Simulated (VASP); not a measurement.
Write the native input for VASP 6.6.1 that does the following.

```
Task                   : single point
Functional             : r2SCAN
Potentials or basis    : VASP PAW PBE potentials, release 64 (Na_pv, I)
Cutoff                 : 520 eV
k mesh                 : 7 × 7 × 7
Occupations            : fermi-dirac, width 0.1 eV
Spin                   : no spin polarisation
Dipole correction      : no
Further INCAR settings : ALGO = Normal; EDIFF = 1e-06; NBANDS = 14
```

The system is NaI.

```
Na I
1.0
     0.00000    3.26728    3.26728
     3.26728    0.00000    3.26728
     3.26728    3.26728    0.00000
Na I
1 1
Direct
  0.00000 0.00000 0.00000
  0.50000 0.50000 0.50000
```

The input as run:

POSCAR

```
NaI
1.0
    0.0000000000      3.2672770000      3.2672770000
    3.2672770000      0.0000000000      3.2672770000
    3.2672770000      3.2672770000      0.0000000000
Na I
1 1
Direct
    0.0000000000      0.0000000000      0.0000000000
    0.5000000000      0.5000000000      0.5000000000
```

INCAR.step1

```
SYSTEM = NaI
PREC = Accurate ; ENCUT = 520
ISMEAR = -1 ; SIGMA = 0.1
LREAL = .FALSE. ; LASPH = .TRUE.
NELM = 60 ; NBANDS = 14
GGA = PE ; ALGO = Normal
EDIFF = 1E-4 ; LWAVE = .TRUE.
LCHARG = .FALSE.
```

INCAR.step2

```
SYSTEM = NaI
PREC = Accurate ; ENCUT = 520
EDIFF = 1E-6 ; ISMEAR = -1
SIGMA = 0.1 ; LREAL = .FALSE.
LASPH = .TRUE. ; NELM = 60
ALGO = Normal ; ISIF = 2
LWAVE = .FALSE. ; LCHARG = .FALSE.
METAGGA = R2SCAN ; LMIXTAU = .TRUE.
NBANDS = 14 ; ISTART = 1
```

KPOINTS

```
Automatic mesh
0
G
  7 7 7
  0 0 0
```

Potentials or basis: VASP PAW PBE potentials, release 64 (Na_pv, I).

The run is started by

```console
$ cat potpaw_PBE.64/Na_pv/POTCAR potpaw_PBE.64/I/POTCAR > POTCAR
$ cp INCAR.step1 INCAR
$ mpirun -np 1 vasp_std > vasp.out
$ cp INCAR.step2 INCAR
$ mpirun -np 1 vasp_std > vasp.out
```

Results of the run:

```json
{
 "Pressure": "-0.6 GPa",
 "Band gap on the k mesh": "4.35 eV, direct"
}
```

Caveat: the PAW data sets were made with another functional, which shifts forces and pressure a little; spin-orbit coupling is left out, which moves the levels of the heavy elements.

Run time: 110 s on 1 thread of Intel Xeon 8259CL (shared host), peak memory 0.22 GiB.
